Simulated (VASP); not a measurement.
A run of VASP 6.6.1 is set up as follows.

Contents of INCAR:

```
ALGO     = Normal         # electronic algorithm
EDIFF    = 1E-7           # SCF threshold, eV
ENCUT    = 520            # plane-wave cutoff, eV
GGA      = CA             # functional
ISIF     = 2              # what is computed and relaxed
ISMEAR   = 0              # smearing method
ISPIN    = 2              # spin polarisation
LASPH    = True           # aspherical terms in the spheres
LCHARG   = True           # write CHGCAR
LDAU     = True           # DFT+U
LDAUJ    = 0 0 0        
LDAUL    = -1 2 -1        # shell
LDAUPRINT= 1            
LDAUTYPE = 2            
LDAUU    = 0 4 0          # U, eV
LELF     = True           # ELF
LMAXMIX  = 4              # l up to which the mixer works
LORBIT   = 11             # projections on sites
LREAL    = False          # projectors in reciprocal space
LVHAR    = True         
LWAVE    = False          # write WAVECAR
MAGMOM   = 0 1.66 0.02 0.02 # initial moments
NBANDS   = 26             # bands
NELM     = 150            # most SCF steps
PREC     = Accurate       # precision mode
SIGMA    = 0.05           # smearing width, eV
```

KPOINTS

```
k-points
0
Gamma
  8 8 8
```

The input POSCAR:

```
LiVO2
1.0
    1.4186515200      0.8190588400      4.9244706700
   -1.4186515200      0.8190588400      4.9244706700
    0.0000000000     -1.6381176700      4.9244706700
Li V O
1 1 2
Direct
    0.0000000000      0.0000000000      0.0000000000
    0.5000000000      0.5000000000      0.5000000000
    0.2418000000      0.2418000000      0.2418000000
    0.7582000000      0.7582000000      0.7582000000
```

Potentials or basis: VASP PAW LDA potentials, release 64 (Li_sv, V_sv, O).

Launch:

```console
$ cat potpaw_LDA.64/Li_sv/POTCAR potpaw_LDA.64/V_sv/POTCAR potpaw_LDA.64/O/POTCAR > POTCAR
$ mpirun -np 1 vasp_std > vasp.out
```

(1) Predict the largest force.

(2) What does it give for the net moment?

(3) Predict the site moments.

(4) Estimate the band gap on the k mesh.

## Answers

(1) 1.030 eV/Å.

(2) 2.00 μB per cell.

(3) Li -0.00; V +1.85; O +0.02 μB.

(4) 1.63 eV.

Caveat: forces of over 1 eV/Å act on the atoms, so gaps and moduli don't describe the material at rest.
